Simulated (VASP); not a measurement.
The system is Na.

```
Na
1.0
     3.51000    0.00000    0.00000
     0.00000    3.51000    0.00000
     0.00000    0.00000    3.51000
Na
1
Cartesian
  0.0000 0.0000 0.0000
```

This isn't the form of Na at room conditions, which is bcc.

| Item | Value |
| --- | --- |
| Program | VASP 6.6.1 |
| Task | relaxation of cell and atoms |
| Functional | PBEsol |
| Potentials or basis | VASP PAW PBE potentials, release 64 (Na_pv) |
| Cutoff | 600 eV |
| k mesh | 6 × 6 × 6 |
| Occupations | methfessel-paxton, width 0.05 eV |
| Spin | no spin polarisation |

At the start: pressure -0.6 GPa; volume 43.24 Å³/atom.

Q: Where does the relaxation end?

A: Over 4 steps the energy falls by 8.5 meV/atom and the volume is 38.64 Å³/atom (-10.7 %); space group Pm-3m (No. 221, to 0.1 Å) before and after.

The path:
| step | energy change (eV) | largest force (eV/Å) | pressure (GPa) | volume (Å³) |
| --- | --- | --- | --- | --- |
| 1 | 0.0000 | 0.0000 | -0.55 | 43.24 |
| 2 | -0.0030 | 0.0000 | -0.49 | 42.32 |
| 3 | -0.0082 | 0.0000 | -0.14 | 39.62 |
| 4 | -0.0085 | 0.0000 | 0.02 | 38.64 |

Final structure:
```
Na
1.0
     3.38063    0.00000    0.00000
     0.00000    3.38063    0.00000
     0.00000    0.00000    3.38063
Na
1
Cartesian
  0.0000 0.0000 0.0000
```

Caveat: the PAW data sets were made with another functional, which shifts forces and pressure a little.
